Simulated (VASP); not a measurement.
Runs of VASP 6.6.1 on Zr. The structure is that of space group P6_3/mmc (No. 194), or close to it. The cells are those of the table. 

```tsv
cell	smearing	gap on the mesh (eV)	pressure (GPa)
a = 2.499, b = 2.499, c = 4.496 Å, angles 90.0, 90.0, 120.0°, 2 atoms	fermi-dirac 0.05 eV	none	171.8
a = 2.387, b = 2.387, c = 4.265 Å, angles 90.0, 90.0, 120.0°, 2 atoms	fermi-dirac 0.05 eV	none	(a)
a = 2.751, b = 2.751, c = 4.854 Å, angles 90.0, 90.0, 120.0°, 2 atoms	fermi-dirac 0.05 eV	none	63.6
a = 3.018, b = 3.018, c = 4.980 Å, angles 90.0, 90.0, 120.0°, 2 atoms	fermi-dirac 0.05 eV	none	21.0
a = 2.896, b = 2.896, c = 4.894 Å, angles 90.0, 90.0, 120.0°, 2 atoms	fermi-dirac 0.05 eV	none	(b)
a = 2.621, b = 2.621, c = 4.716 Å, angles 90.0, 90.0, 120.0°, 2 atoms	gaussian 0.1 eV	none	104.1
a = 2.621, b = 2.621, c = 4.716 Å, angles 90.0, 90.0, 120.0°, 2 atoms	fermi-dirac 0.05 eV	none	104.1
```

Alike in all rows: task single point; level PBE; potentials or basis VASP PAW PBE potentials, release 64 (Zr_sv); no spin polarisation; k mesh 15 × 15 × 8; cutoff (eV) 520.

Task: Estimate the missing entries.

Result: (a) 274.2; (b) 38.6.

A k mesh can miss the band edges, and the runs leave out spin-orbit coupling on Zr.

A gap of «none» marks levels without a gap at the run's occupations.
